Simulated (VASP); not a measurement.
Runs of VASP 6.6.1 on Sr. The structure is that of space group I4/mmm (No. 139), or close to it. The cells are those of the table. 

```tsv
cell	further INCAR settings	gap on the mesh (eV)	pressure (GPa)
a = 4.189, b = 4.189, c = 4.967 Å, angles 53.6, 53.6, 72.7°, 1 atom	ALGO = Fast; EDIFF = 1e-06; NBANDS = 11	none	-0.4
a = 4.572, b = 4.572, c = 3.942 Å, angles 64.5, 64.5, 51.1°, 1 atom	ALGO = Fast; EDIFF = 1e-06; NBANDS = 11	none	-0.3
a = 4.381, b = 4.381, c = 4.168 Å, angles 61.6, 61.6, 56.8°, 1 atom	ALGO = Fast; EDIFF = 1e-06; NBANDS = 11	none	-0.3
a = 4.251, b = 4.251, c = 4.424 Å, angles 58.6, 58.6, 62.7°, 1 atom	ALGO = Fast; EDIFF = 1e-06; NBANDS = 11	none	-0.3
a = 4.192, b = 4.192, c = 4.674 Å, angles 56.1, 56.1, 67.8°, 1 atom	ALGO = Fast; EDIFF = 1e-06; NBANDS = 11	none	-0.4
a = 4.694, b = 4.694, c = 3.833 Å, angles 65.9, 65.9, 48.2°, 1 atom	ALGO = Fast; EDIFF = 1e-06; NBANDS = 11	none	(a)
a = 4.472, b = 4.472, c = 4.049 Å, angles 63.1, 63.1, 53.8°, 1 atom	ALGO = Fast; EDIFF = 1e-07; NBANDS = 11	none	-0.3
a = 4.791, b = 4.791, c = 3.759 Å, angles 66.9, 66.9, 46.2°, 1 atom	ALGO = Fast; EDIFF = 1e-06; NBANDS = 11	none	0.0
```

Alike in all rows: task single point; level PBE; potentials or basis VASP PAW PBE potentials, release 64 (Sr_sv); no spin polarisation; k mesh 16 × 16 × 16; cutoff (eV) 520; smearing gaussian 0.15 eV.

Question: Estimate the missing entries.

Answer: (a) -0.2.

A k mesh can miss the band edges, and the runs leave out spin-orbit coupling on Sr.

A gap of «none» marks levels without a gap at the run's occupations.
